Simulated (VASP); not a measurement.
# Ga (C2/c) in VASP: notebook

Ga is run at these levels: PBEsol; tasks: single point.

Program: VASP 6.6.1. These are calculated values, not measurements. Logs are shortened: lines on timing, memory, paths and dates and some standing lists are left out, and cuts for length are marked.

**1. The cell of the first run**

It takes space group C2/c (No. 15, monoclinic). The conventional cell has a = 4.476 Å, b = 7.597 Å, c = 3.823 Å, α = 90.00°, β = 96.23°, γ = 90.00°. Ga (site symmetry 1) has 8 Ga at 2.39 to 3.20 Å within 3.3 Å.

**2. Single point, PBEsol (engineering shear strain xz -0.1000, normal strain along z -0.1500)**

INCAR reads:

```
SYSTEM = Ga
PREC     = Accurate       ! precision mode
ENCUT    = 520            ! plane-wave cutoff, eV
EDIFF    = 1E-6           ! SCF threshold, eV
ISMEAR   = 0              ! smearing method
SIGMA    = 0.15           ! smearing width, eV
LREAL    = .False.        ! projectors in reciprocal space
LASPH    = .True.         ! aspherical terms in the spheres
NELM     = 80             ! most SCF steps
ALGO     = Fast           ! electronic algorithm
ISIF     = 2              ! what is computed and relaxed
LWAVE    = .False.        ! write WAVECAR
LCHARG   = .False.        ! write CHGCAR
GGA      = PS             ! functional
NBANDS   = 34             ! bands
```

KPOINTS reads:

```
Automatic mesh
0
Gamma
  10 10 10
  0 0 0
```

POSCAR reads:

```
Ga
1.0
    2.2350478178     -3.7986615528     -0.1117523909
    2.2350478178      3.7986615528     -0.1117523909
   -0.2244888060      0.0000000000      3.8163097021
Ga
4
Direct
    0.1559156097      0.8440843903      0.0832479706
    0.6559156097      0.3440843903      0.4167520294
    0.8440843903      0.1559156097      0.9167520294
    0.3440843903      0.6559156097      0.5832479706
```

Potentials or basis: VASP PAW PBE potentials, release 64 (Ga_d).

The run is started by

```console
> cat potpaw_PBE.64/Ga_d/POTCAR > POTCAR
> mpirun -np 1 vasp_std > vasp.out
```

OUTCAR:

```text
SYSTEM = Ga
   PREC = Accurate
   ENCUT = 520
   EDIFF = 1E-6
   ISMEAR = 0
   LREAL = .False.
   LASPH = .True.
   NELM = 80
   ISIF = 2
   GGA = PS

 ion  position               nearest neighbor table
   1  0.156  0.844  0.083-   4 2.39   4 2.39   2 2.45   3 2.45   3 2.67   2 2.69   3 2.79
   2  0.656  0.344  0.417-   3 2.39   3 2.39   1 2.45   4 2.45   4 2.67   1 2.69   4 2.79
   3  0.844  0.156  0.917-   2 2.39   2 2.39   4 2.45   1 2.45   1 2.67   4 2.69   1 2.79
   4  0.344  0.656  0.583-   1 2.39   1 2.39   3 2.45   2 2.45   2 2.67   3 2.69   2 2.79

  LATTYP: Found a base centered monoclinic cell.
 ALAT       =     4.4756797672
 B/A-ratio  =     1.6974679827
 C/A-ratio  =     0.8541510589
 COS(beta)  =    -0.1085002000

  Lattice vectors:

 A1 = (   2.2350478178,  -3.7986615528,  -0.1117523909)
 A2 = (   2.2350478178,   3.7986615528,  -0.1117523909)
 A3 = (  -0.2244888060,   0.0000000000,   3.8163097021)

Analysis of symmetry for initial positions (statically):
=====================================================================
 Subroutine PRICEL returns:
 Original cell was already a primitive cell.

 Routine SETGRP: Setting up the symmetry group for a
 base centered monoclinic supercell.

 Subroutine GETGRP returns: Found  4 space group operations
 (whereof  2 operations were pure point group operations)
 out of a pool of  4 trial point group operations.

The static configuration has the point symmetry S_2 .
 The point group associated with its full space group is C_2h.

Analysis of symmetry for dynamics (positions and initial velocities):
=====================================================================
 Subroutine PRICEL returns:
 Original cell was already a primitive cell.

 Routine SETGRP: Setting up the symmetry group for a
 base centered monoclinic supercell.

 Subroutine GETGRP returns: Found  4 space group operations
 (whereof  2 operations were pure point group operations)
 out of a pool of  4 trial point group operations.

The dynamic configuration has the point symmetry S_2 .
 The point group associated with its full space group is C_2h.

 Subroutine INISYM returns: Found  4 space group operations
 (whereof  2 operations are pure point group operations),
 and found     1 'primitive' translations

----------------------------------------------------------------------------------------

                                     Primitive cell

  volume of cell :      64.6118

[... 94 lines left out ...]
   EDIFFG = 0.1E-04   stopping-criterion for IOM
   NSW    =      0    number of steps for IOM
   IBRION =     -1    ionic relax: 0-MD 1-quasi-New 2-CG
   NFREE  =      0    steps in history (QN), initial steepest desc. (CG)
   ISIF   =      2    stress and relaxation
   ISYM   =      2    0-nonsym 1-usesym 2-fastsym
   POTIM  = 0.5000    time-step for ionic-motion
   TEBEG  =    0.0;   TEEND  =   0.0 temperature during run
   PSTRESS=    0.0 pullay stress
   NELECT =      52.0000    total number of electrons
   NUPDOWN=      -1.0000    fix difference up-down
   EMIN   =  10.00;   EMAX   =-10.00  energy-range for DOS
   EFERMI =   0.00;   METHOD = LEGACY
   ISMEAR =     0;   SIGMA  =   0.15  broadening in eV -4-tet -1-fermi 0-gaus
   EFERMI_NEDOS =   21; number of points for ismear=-14 and -15
   IALGO  =     68    algorithm
   IMIX   =      4    mixing-type and parameters
     AMIX     =   0.40;   BMIX     =  1.00
     AMIX_MAG =   1.60;   BMIX_MAG =  1.00
  volume/ion in A,a.u.               =      16.15       109.01
  Fermi-wavevector in a.u.,A,eV,Ry     =   1.522785  2.877647 31.550211  2.318875
  Thomas-Fermi vector in A             =   2.631317
   LORBIT       =      0    0 simple, 1 ext, 2 COOP (PROOUT), +10 PAW based schemes
   GGA     = PS    functional components
   LHFCALC =     F    Hartree Fock is set to
   AEXX    =    0.0000 exact exchange contribution
   IVDW    =     0    specifies the selected vdW correction
   LEPSILON=     F    determine dielectric tensor
   LRPA    =     F    only Hartree local field effects (RPA)
 non-spin polarized calculation
 RMM-DIIS sequential band-by-band and
 Gauss-broadening in eV      SIGMA  =   0.15
  energy-cutoff  :      520.00
  volume of cell :       64.61
 maximum number of plane-waves:      1759
 NGX is ok and might be reduce to    36
   NGX = 17   NGY = 17   NGZ = 15

 number of electron      51.9999989 magnetization

 Free energy of the ion-electron system (eV)
  ---------------------------------------------------
  ext. energy  EPLUGINS =         0.00000000
  ---------------------------------------------------
  free energy    TOTEN  =       -12.42705061 eV

  energy without entropy =      -12.41515238  energy(sigma->0) =      -12.42110150

 E-fermi :   6.7918     XC(G=0): -11.7943

 val. band max:        6.7915293121   @ k =   0.1000   0.1000   0.2000
 cond. band min:       6.7979911489   @ k =   0.0000   0.0000   0.0000
 fundamental gap:      0.0064618368
 Fermi energy:         6.7918288493

 k-point     1 :       0.0000    0.0000    0.0000
  band No.  band energies     occupation
      1      -8.8293      2.00000
      2      -8.7394      2.00000
      3      -8.7366      2.00000
      4      -8.7055      2.00000
      5      -8.6194      2.00000
      6      -8.6115      2.00000
[... 877 lines left out ...]
     33      15.6392      0.00000
     34      16.8262      0.00000

 [... further k-points ...]

------------------------ aborting loop because EDIFF is reached ----------------------------------------

  FORCE on cell =-STRESS in cart. coord.  units (eV):
  Direction    XX          YY          ZZ          XY          YZ          ZX
  --------------------------------------------------------------------------------------
  -------------------------------------------------------------------------------------
  Total        7.0831887      3.9838269     10.6509160      0.0000000      0.0000000      1.5785119
  in kB      175.6416817     98.7868712    264.1105414      0.0000000      0.0000000     39.1423275
  external PRESSURE =     179.5130314 kB  Pullay stress =       0.0000000 kB

 VOLUME and BASIS-vectors are now :
 -----------------------------------------------------------------------------
  energy-cutoff  :      520.00
  volume of cell :       64.61
      direct lattice vectors                 reciprocal lattice vectors
     2.235047818 -3.798661553 -0.111752391     0.224368768 -0.131625309  0.013198163
     2.235047818  3.798661553 -0.111752391     0.224368768  0.131625309  0.013198163
    -0.224488806  0.000000000  3.816309702     0.013140310  0.000000000  0.262806200

 POSITION                                       TOTAL-FORCE (eV/Angst)
 -----------------------------------------------------------------------------------
      2.21636      2.61412      0.20595        -0.475725      1.231577     -0.337543
      2.14149     -1.18454      1.47870         0.475725      1.231577      0.337543
      2.02925     -2.61412      3.38686         0.475725     -1.231577      0.337543
      2.10412      1.18454      2.11410        -0.475725     -1.231577     -0.337543
 -----------------------------------------------------------------------------------
    total drift:                               -0.000000     -0.000000      0.000000

  FREE ENERGIE OF THE ION-ELECTRON SYSTEM (eV)
  ---------------------------------------------------
  free  energy   TOTEN  =       -12.4270506112 eV

  energy  without entropy=      -12.4151523791  energy(sigma->0) =      -12.42110150
```

It took 20 min on 1 thread of Oxide Virtual Turin-like, shared host; peak memory 0.48 GiB.

Results:

```
Free energy            : -12.4271 eV
Pressure               : 18.0 GPa
Largest force          : 1.363 eV/Å
Band gap on the k mesh : zero (bands 26 and 27 overlap by 2.53 eV)
```

Forces in eV/Å, atoms in the order of the input:
```
Ga  -0.476  1.232 -0.338
Ga   0.476  1.232  0.338
Ga   0.476 -1.232  0.338
Ga  -0.476 -1.232 -0.338
```

Caveat: the cell differs from its parent crystal (engineering shear strain xz -0.1000, normal strain along z -0.1500); the stress differs along the axes, from 10 to 26 GPa; the PAW data sets were made with another functional, which shifts forces and pressure a little.

**3. Single point, PBEsol (engineering shear strain xz -0.3000, normal strain along z -0.1000)**

INCAR reads:

```
SYSTEM = Ga
PREC = Accurate
ENCUT = 520
EDIFF = 1E-6
ISMEAR = 0
SIGMA = 0.15
LREAL = .FALSE.
LASPH = .TRUE.
NELM = 80
ALGO = Fast
ISIF = 2
LWAVE = .FALSE.
LCHARG = .TRUE.
GGA = PS
LELF = .TRUE.
LVHAR = .TRUE.
NBANDS = 34
```

KPOINTS reads:

```
Automatic mesh
0
G
  10 10 10
  0 0 0
```

POSCAR reads:

```
Ga
1.0
    2.2350478178     -3.7986615528     -0.3352571727
    2.2350478178      3.7986615528     -0.3352571727
   -0.6734664180      0.0000000000      4.0407985081
Ga
4
Direct
    0.1559156097      0.8440843903      0.0832479706
    0.6559156097      0.3440843903      0.4167520294
    0.8440843903      0.1559156097      0.9167520294
    0.3440843903      0.6559156097      0.5832479706
```

Potentials or basis: VASP PAW PBE potentials, release 64 (Ga_d).

The run is started by

```console
> cat potpaw_PBE.64/Ga_d/POTCAR > POTCAR
> mpirun -np 1 vasp_std > vasp.out
```

It took 22 min on 1 thread of Oxide Virtual Turin-like, shared host; peak memory 0.49 GiB.

It converged, with:

```
Free energy            : -11.9640 eV
Pressure               : 18.5 GPa
Largest force          : 1.959 eV/Å
Band gap on the k mesh : zero (bands 26 and 27 overlap by 3.19 eV)
```

Forces on the atoms (eV/Å):
```
Ga  -1.593  0.664 -0.928
Ga   1.593  0.664  0.928
Ga   1.593 -0.664  0.928
Ga  -1.593 -0.664 -0.928
```

Stress tensor (GPa, compression positive):
```
27.45  0.00 12.09
 0.00  9.46  0.00
12.09  0.00 18.55
```

Levels at points of the mesh, in eV from the Fermi level:
```
           k point  band 24  band 25  band 26  band 27  band 28  band 29
(0.00, 0.00, 0.00)    -2.78    -1.93    -1.89    -0.29     0.74     0.88
(0.50, 0.00, 0.00)    -3.89    -2.41    -0.37     1.81     3.63     3.95
(0.50, 0.50, 0.00)    -3.89    -1.01    -0.25     0.31     1.82     1.88
(0.00, 0.00, 0.50)    -2.82    -0.85    -0.85     1.66     1.66     2.28
(0.50, 0.00, 0.50)    -5.79    -3.16    -0.98    -0.83     1.38     5.08
(0.50, 0.50, 0.50)    -6.33    -3.15    -3.15     1.36     1.36     6.48
```

Caveat: the cell differs from its parent crystal (engineering shear strain xz -0.3000, normal strain along z -0.1000); the stress differs along the axes, from 9 to 27 GPa; the PAW data sets were made with another functional, which shifts forces and pressure a little.
